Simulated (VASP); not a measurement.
Write the native input for VASP 6.6.1 that does the following.

| Quantity | Value |
| --- | --- |
| Task | single point |
| Functional | PBE |
| Potentials or basis | VASP PAW PBE potentials, release 64 (Pb_d) |
| Cutoff | 520 eV |
| k mesh | 9 × 9 × 3 |
| Occupations | fermi-dirac, width 0.05 eV |
| Spin | no spin polarisation |
| Dipole correction | no |
| Further INCAR settings | ALGO = Normal; EDIFF = 1e-07; NBANDS = 36 |

The structure of Pb lies in POSCAR:

```
Pb
1.0
    3.5477069956      0.0000000000      0.0000000000
   -1.7738534979      3.0724043834      0.0000000000
    0.0000000000      0.0000000000     11.5713714578
Pb
4
Direct
    0.6666666667      0.3333333333      0.7500000000
    0.0000000000      0.0000000000      0.5000000000
    0.3333333333      0.6666666667      0.2500000000
    0.0000000000      0.0000000000      0.0000000000
```

These files were run (other wordings do the same):

INCAR

```
SYSTEM = Pb
ALGO     = Normal         ! electronic algorithm
EDIFF    = 1E-7           ! SCF threshold, eV
ENCUT    = 520            ! plane-wave cutoff, eV
GGA      = PE             ! functional
ISIF     = 2              ! what is computed and relaxed
ISMEAR   = -1             ! smearing method
LASPH    = .TRUE.         ! aspherical terms in the spheres
LCHARG   = .FALSE.        ! write CHGCAR
LREAL    = .FALSE.        ! projectors in reciprocal space
LWAVE    = .FALSE.        ! write WAVECAR
NBANDS   = 36             ! bands
NELM     = 100            ! most SCF steps
PREC     = Accurate       ! precision mode
SIGMA    = 0.05           ! smearing width, eV
```

KPOINTS

```
k-points
0
G
  9 9 3
  0 0 0
```

Potentials or basis: VASP PAW PBE potentials, release 64 (Pb_d).

Run with:

```sh
$ cat potpaw_PBE.64/Pb_d/POTCAR > POTCAR
$ mpirun -np 1 vasp_std > vasp.out
```

It gave:

| Property | Result |
| --- | --- |
| Pressure | 0.3 GPa |
| Band gap on the k mesh | zero (band 28 reaches 12.29 eV, above the bottom of band 29 at 4.88 eV) |

Caveat: spin-orbit coupling is left out, which moves the levels of the heavy elements.

Run time: 2.7 min on 1 thread of Intel(R) Xeon(R) Platinum 8488C (Sapphire Rapids) (shared host), peak memory 0.28 GiB.
